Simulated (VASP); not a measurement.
Crystal: Nb.

```
Nb
1.0
    -1.67233    1.67233    1.64731
     1.67233   -1.67233    1.64731
     1.67233    1.67233   -1.64731
Nb
1
Direct
  0.00000 0.00000 0.00000
```

This cell differs from its parent crystal: z stretched by -1 % at fixed volume.

Base run:

- Program: VASP 6.6.1
- Functional: PBE
- Potentials or basis: VASP PAW PBE potentials, release 64 (Nb_sv)
- Cutoff: 500 eV
- k mesh: 14 × 14 × 14
- Occupations: fermi-dirac, width 0.05 eV
- Spin: no spin polarisation

Its results: pressure -2.7 GPa.

**Question.** The run is repeated on the same cell with these changes: cutoff from 500 eV to 400 eV; further incar settings from ALGO = Normal; EDIFF = 1e-06; NBANDS = 12 to ALGO = Normal; EDIFF = 1e-08; NBANDS = 12. What comes out?

**Answer.** Pressure -3.2 GPa.
